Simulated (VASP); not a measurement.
**Ge: single point with PBE+D3(BJ)**

Ge, a slab with vacuum:

```xyz
4
Lattice="4.0227 0.0000 0.0000 -2.0113 3.4838 0.0000 0.0000 0.0000 18.8685" Properties=species:S:1:pos:R:3 pbc="T T T"
Ge    0.0000    2.3225    5.1843
Ge    2.0113    1.1613    4.5000
Ge   -1.3409    3.0967    9.8885
Ge    0.6704    1.9354    9.2043
```

This cell differs from its parent crystal: layers slid over each other.

* Program: VASP 6.6.1
* Task: single point
* Functional: PBE
* Dispersion: D3(BJ)
* Potentials or basis: VASP PAW PBE potentials, release 64 (Ge_d)
* Cutoff: 520 eV
* k mesh: 9 × 9 × 1
* Occupations: gaussian, width 0.1 eV
* Spin: no spin polarisation
* Dipole correction: yes
* Further INCAR settings: ALGO = Normal; EDIFF = 1e-06; NBANDS = 36

```yaml
Largest_force: 0.194 eV/Å
Band_gap_on_the_k_mesh: 0.16 eV
Dispersion_energy_per_atom: -0.196 eV
```

Forces on the atoms (eV/Å):
```
Ge   0.027 -0.015  0.192
Ge   0.005 -0.003  0.024
Ge  -0.005  0.003 -0.024
Ge  -0.027  0.015 -0.192
```

Levels at points of the mesh, in eV from the valence-band top:
```tsv
k point	band 24	band 25	band 26	band 27	band 28	band 29	band 30	band 31	band 32	band 33
(0.00, 0.00, 0.00)	-3.13	-0.38	-0.37	-0.36	-0.35	0.59	0.74	2.04	3.38	3.94
```

Run time: 4 min on 1 thread of Intel(R) Xeon(R) Platinum 8488C (Sapphire Rapids), with other jobs on the host, peak memory 0.44 GiB.

Caveat: the cell differs from its parent crystal (layers slid over each other).
